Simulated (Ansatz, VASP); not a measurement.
**ZnS: VASP beside Ansatz**

File INCAR:

```
PREC = Accurate ; ENCUT = 520
EDIFF = 1E-7 ; ISMEAR = -1
SIGMA = 0.02 ; LREAL = False
LASPH = True ; NELM = 100
ALGO = Normal ; ISIF = 2
LWAVE = False ; LCHARG = False
GGA = PE ; NBANDS = 16
```

Contents of KPOINTS:

```
regular mesh
0
Gamma
  8 8 8
```

Contents of POSCAR:

```
ZnS
1.0
    0.0000000000      2.7479675482      2.6293462872
    2.7479675482      0.0000000000      2.6293462872
    2.7479675482      2.7479675482      0.0000000000
Zn S
1 1
Direct
    0.0000000000      0.0000000000      0.0000000000
    0.2500000000      0.2500000000      0.2500000000
```

Input for Ansatz:

```yaml
crystal:
  lattice:
    - [0.0, 2.7479675482, 2.6293462872]
    - [2.7479675482, 0.0, 2.6293462872]
    - [2.7479675482, 2.7479675482, 0.0]
  atoms:
    - { symbol: Zn, position: [0.0, 0.0, 0.0] }
    - { symbol: S, position: [0.25, 0.25, 0.25] }
kpoints:
  mp_grid: { grid: [8, 8, 8] }
  band_path:
    path:
      - [0.0, 0.0, 0.0]
      - [-0.5, -0.5, 0.0]
      - [-0.375, -0.375, 0.25]
      - [-0.375, 0.0, 0.375]
      - [0.0, 0.0, 0.5]
      - [-0.5, -0.25, 0.25]
    npoints: 1
hamiltonian:
  xc: pbe
scf:
  occupations: { method: fermi_dirac, width: 0.02 }
  n_extra_bands: 4
output:
  forces: true
  stress: true
  eigenvalues: true
```

Change from the starting cell: epitaxial_xy strain +2.0%.

Alike in both runs: task single point; functional PBE; k mesh 8 × 8 × 8; occupations fermi-dirac, width 0.02 eV; no spin polarisation.

|  | VASP | Ansatz |
| --- | --- | --- |
| version | VASP 6.6.1 | Ansatz 0.2.0 |
| potentials or method | VASP PAW PBE potentials, release 64 (Zn, S) | plane waves, PAW |
| plane-wave cutoff (eV) | 520 | 420 |
| valence electrons in the cell | 18 | 18 |

Ansatz gave:

| Quantity | Value |
| --- | --- |
| gap on the k mesh at the Fermi level (eV) | 1.98 |
| pressure (GPa) | 1.1 |
| traceless stress, the component that is largest in VASP (GPa) | 1.10 |

**Question.** Estimate VASP's values.

**Answer.** gap on the k mesh at the Fermi level (eV): 1.99; pressure (GPa): 1.2; traceless stress, the component that is largest in VASP (GPa): 1.09.
